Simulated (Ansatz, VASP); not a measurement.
# One calculation of CuI, two programs

```xyz
2
Lattice="0.0000 2.8561 2.8561 2.8561 0.0000 2.8561 2.8561 2.8561 0.0000" Properties=species:S:1:pos:R:3 pbc="T T T"
Cu    0.0000    0.0000    0.0000
I     2.8561    2.8561    2.8561
```

Alike in both runs: task single point; functional PBE-based screened hybrid; k mesh 4 × 4 × 4; occupations fermi-dirac, width 0.02 eV; no spin polarisation.

|  | VASP | Ansatz |
| --- | --- | --- |
| version | VASP 6.6.1 | Ansatz 0.2.0 |
| potentials or method | VASP PAW PBE potentials, release 64 (Cu, I) | plane waves |
| plane-wave cutoff (eV) | 520 | 420 |
| valence electrons in the cell | 18 | 36 |

|  | VASP | Ansatz | Ansatz less VASP |
| --- | --- | --- | --- |
| gap on the k mesh at the Fermi level (eV) | 0.88 | 0.89 | +0.008 |
| pressure (GPa) | 1.2 | 1.7 | +0.46 |

VASP's potentials were made for PBE, not for PBE-based screened hybrid. VASP's potentials hold 18 valence electrons a cell and Ansatz's 36, so a difference there can come from the potentials and not from the codes. Ansatz's warnings: stress exchange threshold loose, stress scf threshold loose.

The k mesh is coarse, so the values compare programs but aren't converged. Spin-orbit coupling is off throughout.
